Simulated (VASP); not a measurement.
The system is CaO.

```
Ca O
1.0
     2.99437    0.00000    0.00000
     0.00000    2.90321    0.00000
     0.00000    0.00000    2.90321
Ca O
1 1
Direct
  0.00000 0.00000 0.00000
  0.50000 0.50000 0.50000
```

This cell differs from its parent crystal: uniaxial x strain +3.1%.

Base run:

```yaml
Program: VASP 6.6.1
Functional: PBE
Potentials_or_basis: VASP PAW PBE potentials, release 64 (Ca_sv, O)
Cutoff: 520 eV
k_mesh: 8 × 8 × 8
Occupations: fermi-dirac, width 0.02 eV
Spin: no spin polarisation
```

Its results: band gap on the k mesh 2.67 eV (least direct gap 2.96 eV); pressure 0.7 GPa.

Problem. The run is repeated on the same cell with these changes: functional from PBE to r2SCAN; occupations from fermi-dirac, width 0.02 eV to gaussian, width 0.01 eV. What comes out?

Solution. Band gap on the k mesh 3.18 eV (least direct gap 3.47 eV); pressure -2.6 GPa.

Caveats: the PAW data sets were made with another functional, which shifts forces and pressure a little (at least some runs).

A k mesh can miss the band edges.
